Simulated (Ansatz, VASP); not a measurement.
# One calculation of BAs, two programs

```
CELL_PARAMETERS angstrom
0.00000 2.36610 2.36610
2.36610 0.00000 2.36610
2.36610 2.36610 0.00000
ATOMIC_POSITIONS crystal
B 0.00000 0.00000 0.00000
As 0.25000 0.25000 0.25000
```

Alike in both runs: functional LDA; k mesh 7 × 7 × 7; occupations fermi-dirac, width 0.01 eV; no spin polarisation.

Ansatz relaxed the structure, and its values are those at the end. VASP's run is a single point on that final structure, the one shown.

|  | VASP | Ansatz |
| --- | --- | --- |
| version | VASP 6.6.1 | Ansatz 0.2.0 |
| potentials or method | VASP PAW LDA potentials, release 64 (B, As), cutoff 520 eV | plane waves, PAW |
| valence electrons in the cell | 8 | 18 |

|  | VASP | Ansatz | Ansatz less VASP |
| --- | --- | --- | --- |
| pressure (GPa) | 1.0 | 0.0 | -0.96 |

LDA's correlation is that of Perdew and Zunger in VASP and of Perdew and Wang (1992) in Ansatz. VASP's potentials hold 8 valence electrons a cell and Ansatz's 18, so a difference there can come from the potentials and not from the codes.
